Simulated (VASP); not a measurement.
# Os (P6_3/mmc) in VASP: single point with PBEsol

Aim: the single point of Os with PBEsol.

Everything below comes from runs of VASP 6.6.1. Logs are shortened: lines on timing, memory, paths and dates and some standing lists are left out, and cuts for length are marked.

## 1. The cell of the first run

It takes space group P6_3/mmc (No. 194, hexagonal). Conventional cell: a = 2.734 Å, b = 2.734 Å, c = 4.320 Å, α = 90.00°, β = 90.00°, γ = 120.00°. Within 3.5 Å of Os (site symmetry -6m2) lie 12 Os at 2.68 to 2.73 Å.

## 2. Single point, PBEsol

INCAR reads:

```
  PREC = Accurate
  ENCUT = 520
  EDIFF = 1E-6
  ISMEAR = -1
  SIGMA = 0.08
  LREAL = False
  LASPH = True
  NELM = 60
  ALGO = Normal
  ISIF = 2
  LWAVE = False
  LCHARG = False
  GGA = PS
  NBANDS = 15
```

KPOINTS reads:

```
regular mesh
0
Gamma
  17 17 10
```

POSCAR reads:

```
Os
1.0
    2.7340999755      0.0000000000      0.0000000000
   -1.3670499878      2.3678000353      0.0000000000
    0.0000000000      0.0000000000      4.3197000000
Os
2
Direct
    0.3333333333      0.6666666667      0.2500000000
    0.6666666667      0.3333333333      0.7500000000
```

Potentials or basis: VASP PAW PBE potentials, release 64 (Os).

On the command line:

```
> cat potpaw_PBE.64/Os/POTCAR > POTCAR
> mpirun -np 1 vasp_std > vasp.out
```

OUTCAR:

```text
PREC = Accurate
   ENCUT = 520
   EDIFF = 1E-6
   ISMEAR = -1
   LREAL = False
   LASPH = True
   NELM = 60
   ISIF = 2
   GGA = PS

 ion  position               nearest neighbor table
   1  0.333  0.667  0.250-   2 2.68   2 2.68   2 2.68   2 2.68   2 2.68   2 2.68
   2  0.667  0.333  0.750-   1 2.68   1 2.68   1 2.68   1 2.68   1 2.68   1 2.68

  LATTYP: Found a hexagonal cell.
 ALAT       =     2.7340999755
 C/A-ratio  =     1.5799349105

  Lattice vectors:

 A1 = (   2.7340999755,   0.0000000000,   0.0000000000)
 A2 = (  -1.3670499878,   2.3678000353,   0.0000000000)
 A3 = (   0.0000000000,   0.0000000000,   4.3197000000)

Analysis of symmetry for initial positions (statically):
=====================================================================
 Subroutine PRICEL returns:
 Original cell was already a primitive cell.

 Routine SETGRP: Setting up the symmetry group for a
 hexagonal supercell.

 Subroutine GETGRP returns: Found 24 space group operations
 (whereof 12 operations were pure point group operations)
 out of a pool of 24 trial point group operations.

The static configuration has the point symmetry D_3d.
 The point group associated with its full space group is D_6h.

Analysis of symmetry for dynamics (positions and initial velocities):
=====================================================================
 Subroutine PRICEL returns:
 Original cell was already a primitive cell.

 Routine SETGRP: Setting up the symmetry group for a
 hexagonal supercell.

 Subroutine GETGRP returns: Found 24 space group operations
 (whereof 12 operations were pure point group operations)
 out of a pool of 24 trial point group operations.

The dynamic configuration has the point symmetry D_3d.
 The point group associated with its full space group is D_6h.

 Subroutine INISYM returns: Found 24 space group operations
 (whereof 12 operations are pure point group operations),
 and found     1 'primitive' translations

----------------------------------------------------------------------------------------

                                     Primitive cell

  volume of cell :      27.9649

  direct lattice vectors                    reciprocal lattice vectors
     2.734099975  0.000000000  0.000000000     0.365751073  0.211166481  0.000000000
    -1.367049988  2.367800035  0.000000000     0.000000000  0.422332961  0.000000000
     0.000000000  0.000000000  4.319700000     0.000000000  0.000000000  0.231497558

[... 86 lines left out ...]
   NSW    =      0    number of steps for IOM
   IBRION =     -1    ionic relax: 0-MD 1-quasi-New 2-CG
   NFREE  =      0    steps in history (QN), initial steepest desc. (CG)
   ISIF   =      2    stress and relaxation
   ISYM   =      2    0-nonsym 1-usesym 2-fastsym
   POTIM  = 0.5000    time-step for ionic-motion
   TEBEG  =    0.0;   TEEND  =   0.0 temperature during run
   PSTRESS=    0.0 pullay stress
   NELECT =      16.0000    total number of electrons
   NUPDOWN=      -1.0000    fix difference up-down
   EMIN   =  10.00;   EMAX   =-10.00  energy-range for DOS
   EFERMI =   0.00;   METHOD = LEGACY
   ISMEAR =    -1;   SIGMA  =   0.08  broadening in eV -4-tet -1-fermi 0-gaus
   EFERMI_NEDOS =   21; number of points for ismear=-14 and -15
   IALGO  =     38    algorithm
   IMIX   =      4    mixing-type and parameters
     AMIX     =   0.40;   BMIX     =  1.00
     AMIX_MAG =   1.60;   BMIX_MAG =  1.00
  volume/ion in A,a.u.               =      13.98        94.36
  Fermi-wavevector in a.u.,A,eV,Ry     =   1.359076  2.568282 25.131162  1.847088
  Thomas-Fermi vector in A             =   2.485855
   LORBIT       =      0    0 simple, 1 ext, 2 COOP (PROOUT), +10 PAW based schemes
   GGA     = PS    functional components
   LHFCALC =     F    Hartree Fock is set to
   AEXX    =    0.0000 exact exchange contribution
   IVDW    =     0    specifies the selected vdW correction
   LEPSILON=     F    determine dielectric tensor
   LRPA    =     F    only Hartree local field effects (RPA)
 non-spin polarized calculation
  energy-cutoff  :      520.00
  volume of cell :       27.96
 maximum number of plane-waves:       772
   NGX = 11   NGY = 11   NGZ = 17

 number of electron      15.9999999 magnetization

 Free energy of the ion-electron system (eV)
  ---------------------------------------------------
  ext. energy  EPLUGINS =         0.00000000
  ---------------------------------------------------
  free energy    TOTEN  =       -24.49599472 eV

  energy without entropy =      -24.46911872  energy(sigma->0) =      -24.48255672

 E-fermi :   9.3485     XC(G=0): -14.1568

 val. band max:        9.3368434125   @ k =   0.1176   0.1176   0.3000
 cond. band min:       9.3548982402   @ k =   0.1765   0.0588   0.3000
 fundamental gap:      0.0180548277
 Fermi energy:         9.3484764566

 k-point     1 :       0.0000    0.0000    0.0000
  band No.  band energies     occupation
      1      -1.6852      2.00000
      2       1.4817      2.00000
      3       6.2392      2.00000
      4       6.2392      2.00000
      5       6.4962      2.00000
      6       7.0850      2.00000
      7       7.0850      2.00000
      8       7.7462      2.00000
      9       7.7462      2.00000
     10       9.3102      1.23483
     11      11.0060      0.00000
     12      11.0060      0.00000
     13      18.3586      0.00000
     14      23.3486      0.00000
[... 401 lines left out ...]
      2       3.5121      2.00000
      3       4.1102      2.00000
      4       4.1168      2.00000
      5       5.8705      2.00000
      6       6.3460      2.00000
      7       7.3864      2.00000
      8       8.4581      1.99997
      9       9.5836      0.10055
     10      10.5094      0.00000
     11      11.6017      0.00000
     12      17.8426      0.00000
     13      18.5387      0.00000
     14      22.1520      0.00000
     15      22.6587      0.00000

 [... further k-points ...]
[... 5 lines left out ...]
  --------------------------------------------------------------------------------------
  -------------------------------------------------------------------------------------
  Total       -0.3628553     -0.3628553     -0.4830119      0.0000000     -0.0000000      0.0000000
  in kB      -20.7888788    -20.7888788    -27.6729449      0.0000000     -0.0000000      0.0000000
  external PRESSURE =     -23.0835675 kB  Pullay stress =       0.0000000 kB

 VOLUME and BASIS-vectors are now :
 -----------------------------------------------------------------------------
  energy-cutoff  :      520.00
  volume of cell :       27.96
      direct lattice vectors                 reciprocal lattice vectors
     2.734099975  0.000000000  0.000000000     0.365751073  0.211166481  0.000000000
    -1.367049988  2.367800035  0.000000000     0.000000000  0.422332961  0.000000000
     0.000000000  0.000000000  4.319700000     0.000000000  0.000000000  0.231497558

 POSITION                                       TOTAL-FORCE (eV/Angst)
 -----------------------------------------------------------------------------------
     -0.00000      1.57853      1.07993        -0.000000      0.000000      0.000000
      1.36705      0.78927      3.23977         0.000000     -0.000000      0.000000
 -----------------------------------------------------------------------------------
    total drift:                               -0.000000      0.000000     -0.000000

  FREE ENERGIE OF THE ION-ELECTRON SYSTEM (eV)
  ---------------------------------------------------
  free  energy   TOTEN  =       -24.4959947248 eV

  energy  without entropy=      -24.4691187187  energy(sigma->0) =      -24.48255672
```

OSZICAR:

```text
N       E                     dE             d eps       ncg     rms          rms(c)
DAV:   1     0.999265998303E+02    0.99927E+02   -0.73901E+03  5940   0.102E+03
DAV:   2    -0.213386476860E+02   -0.12127E+03   -0.10583E+03  6073   0.326E+02
DAV:   3    -0.260182117520E+02   -0.46796E+01   -0.45174E+01  8124   0.562E+01
DAV:   4    -0.260513811378E+02   -0.33169E-01   -0.33134E-01  6465   0.493E+00
DAV:   5    -0.260515631099E+02   -0.18197E-03   -0.18196E-03  8082   0.337E-01    0.243E+01
DAV:   6    -0.248491960767E+02    0.12024E+01   -0.10266E+00  7550   0.861E+00    0.108E+01
DAV:   7    -0.245054824913E+02    0.34371E+00   -0.67027E-01  7676   0.685E+00    0.558E-01
DAV:   8    -0.244990285113E+02    0.64540E-02   -0.69378E-03  6129   0.628E-01    0.346E-01
DAV:   9    -0.244959961393E+02    0.30324E-02   -0.16613E-03  7242   0.422E-01    0.527E-02
DAV:  10    -0.244960155708E+02   -0.19431E-04   -0.60894E-05  7641   0.681E-02    0.121E-02
DAV:  11    -0.244959953094E+02    0.20261E-04   -0.44431E-06  6829   0.222E-02    0.139E-03
DAV:  12    -0.244959947248E+02    0.58453E-06   -0.10148E-07  4069   0.323E-03
   1 F= -.24495995E+02 E0= -.24482557E+02  d E =-.268760E-01
```

Wall time 45 s (1 thread of AMD EPYC 7R13 (Zen 3), shared host); peak memory 0.16 GiB.

What came out:

| Property | Result |
| --- | --- |
| Free energy | -24.4960 eV |
| Pressure | -2.3 GPa |
| Band gap on the k mesh | zero (band 8 reaches 11.38 eV, above the bottom of band 9 at 7.45 eV) |

Levels at points of the mesh, in eV from the Fermi level:
```tsv
k point	band 4	band 5	band 6	band 7	band 8	band 9	band 10	band 11	band 12	band 13
(0.00, 0.00, 0.00)	-3.11	-2.85	-2.26	-2.26	-1.60	-1.60	-0.04	1.66	1.66	9.01
(0.00, 0.00, 0.50)	-3.63	-3.30	-3.30	-3.30	-3.30	0.86	0.86	0.86	0.86	13.71
```

Caveat: the PAW data sets were made with another functional, which shifts forces and pressure a little; spin-orbit coupling is left out, which moves the levels of the heavy elements.
